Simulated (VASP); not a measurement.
Wanted: the native input for a VASP 6.6.1 run.

| Item | Value |
| --- | --- |
| Task | relaxation of cell and atoms |
| Functional | PBE |
| Potentials or basis | VASP PAW PBE potentials, release 64 (Al, V_sv, N) |
| Cutoff | 600 eV |
| k mesh | 6 × 6 × 2 |
| Occupations | gaussian, width 0.2 eV |
| Spin | collinear spin, ferromagnetic start |
| Starting moments | [0.0, 0.0, 0.0, 0.0, 2.0, 0.0, 0.0] μB |
| Dipole correction | no |
| Further INCAR settings | ALGO = Normal; EDIFF = 1e-06; IBRION = 2; EDIFFG = -0.08; NSW = 36; ISIF = 3 |

The structure of Al4VN2 lies in POSCAR:

```
Al4VN2
1.0
    3.0000000000      0.0000000000      0.0000000000
   -1.5000000000      2.5980762100      0.0000000000
    0.0000000000      0.0000000000     11.8500000000
Al V N
4 1 2
Direct
    0.6666666700      0.3333333300      0.2000000000
    0.3333333300      0.6666666700      0.8000000000
    0.3333333300      0.6666666700      0.3970000000
    0.6666666700      0.3333333300      0.6030000000
    0.0000000000      0.0000000000      0.0000000000
    0.6666666700      0.3333333300      0.9100000000
    0.3333333300      0.6666666700      0.0900000000
```

One way to write it, as run:

INCAR

```
ALGO = Normal
EDIFF = 1E-6
EDIFFG = -0.08
ENCUT = 600
GGA = PE
IBRION = 2
ISIF = 3
ISMEAR = 0
ISPIN = 2
LASPH = T
LCHARG = F
LMAXMIX = 4
LORBIT = 11
LREAL = F
LWAVE = F
MAGMOM = 0 0 0 0 2 0 0
NELM = 150
NSW = 36
PREC = Accurate
SIGMA = 0.2
```

KPOINTS

```
k-points
0
Gamma
  6 6 2
```

Potentials or basis: VASP PAW PBE potentials, release 64 (Al, V_sv, N).

Run with:

```console
$ cat potpaw_PBE.64/Al/POTCAR potpaw_PBE.64/V_sv/POTCAR potpaw_PBE.64/N/POTCAR > POTCAR
$ mpirun -np 1 vasp_std > vasp.out
```

It gave:

```yaml
Relaxed_volume: 11.93 Å³/atom
Relaxed_cell: a = 2.889 Å, b = 2.889 Å, c = 11.558 Å, α = 90.00°, β = 90.00°, γ = 120.00°
Space_group_after_relaxing_to_0.1_Å: P-3m1 (No. 164)
Energy_gained_by_relaxing: 148.6 meV/atom
Ionic_steps: 15
Pressure_after_relaxing: 0.0 GPa
Largest_force_after_relaxing: 0.021 eV/Å
Net_moment: 0.00 μB per cell
Valence_electrons_inside_the_program's_atomic_spheres: Al 0.75, 0.78 (each value once); V 11.55; N 3.77
```

Caveat: the k points lie up to 0.42 Å⁻¹ apart in the final cell.

Run time: 7.1 min on 1 thread of Intel(R) Xeon(R) 6975P-C (Granite Rapids), on a shared host, peak memory 0.3 GiB.
